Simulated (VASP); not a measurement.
A run of VASP 6.6.1:

The input INCAR:

```
ALGO = Normal
EDIFF = 1E-6
ENCUT = 600
GGA = PE
GGA_COMPAT = False
ISIF = 2
ISMEAR = 0
LASPH = True
LCHARG = False
LREAL = False
LWAVE = False
NBANDS = 24
NELM = 120
PREC = Accurate
SIGMA = 0.1
```

File KPOINTS:

```
k-points
0
Gamma
  4 4 4
```

POSCAR

```
Zn2SiN
1.0
    5.2305114384      0.0000000000      0.0000000000
    0.0000000000      5.2305114384      0.0000000000
    0.0000000000      0.0000000000      3.3639234618
Zn Si N
2 1 1
Direct
    0.0000000000      0.5000000000      0.5000000000
    0.5000000000      0.0000000000      0.5000000000
    0.0000000000      0.0000000000      0.5000000000
    0.0000000000      0.0000000000      0.0000000000
```

Potentials or basis: VASP PAW PBE potentials, release 64 (Zn, Si, N).

Command:

```console
$ cat potpaw_PBE.64/Zn/POTCAR potpaw_PBE.64/Si/POTCAR potpaw_PBE.64/N/POTCAR > POTCAR
$ mpirun -np 1 vasp_std > vasp.out
```

Hardware: 1 thread of Intel(R) Xeon(R) Platinum 8488C (Sapphire Rapids), on a shared host.

Q: How long does it take, and how much memory?

A: It took 49 s on 1 thread of Intel(R) Xeon(R) Platinum 8488C (Sapphire Rapids), with other jobs on the host, peak memory 0.23 GiB. Counts: scf iterations 16, k points 18.
